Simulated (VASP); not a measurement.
GaAs (a): single point with PBEsol

GaAs (a):

```
Ga As
1.0
     0.00000    2.82955    2.82955
     2.82955    0.00000    2.82955
     2.82955    2.82955    0.00000
Ga As
1 1
Direct
  0.00000 0.00000 0.00000
  0.25000 0.25000 0.25000
```

```yaml
Program: VASP 6.6.1
Task: single point
Functional: PBEsol
Potentials_or_basis: VASP PAW PBE potentials, release 64 (Ga_d, As)
Cutoff: 500 eV
k_mesh: 10 × 10 × 10
Occupations: gaussian, width 0.01 eV
Spin: no spin polarisation
Dipole_correction: no
Further_INCAR_settings: ALGO = Normal; EDIFF = 1e-06; NBANDS = 16
```

```yaml
Pressure: 0.1 GPa
Band_gap_on_the_k_mesh: 0.43 eV, direct
```

Levels at points of the mesh, in eV from the valence-band top:
| k point | band 5 | band 6 | band 7 | band 8 | band 9 | band 10 | band 11 | band 12 | band 13 | band 14 |
| --- | --- | --- | --- | --- | --- | --- | --- | --- | --- | --- |
| (0.00, 0.00, 0.00) | -14.69 | -12.73 | 0.00 | 0.00 | 0.00 | 0.43 | 3.69 | 3.69 | 3.69 | 7.38 |
| (0.50, 0.00, 0.00) | -14.69 | -10.96 | -6.67 | -1.14 | -1.14 | 0.92 | 4.58 | 4.58 | 7.58 | 10.25 |
| (0.50, 0.50, 0.00) | -14.68 | -10.22 | -6.84 | -2.69 | -2.69 | 1.36 | 1.57 | 10.11 | 10.11 | 10.85 |

Run time: 31 s on 1 thread of Intel(R) Xeon(R) Platinum 8259CL CPU @ 2.50GHz (Skylake/Cascade Lake) (shared host), peak memory 0.18 GiB.

Caveat: the PAW data sets were made with another functional, which shifts forces and pressure a little. A hybrid or GW would open this gap; PBEsol tends to underestimate it.
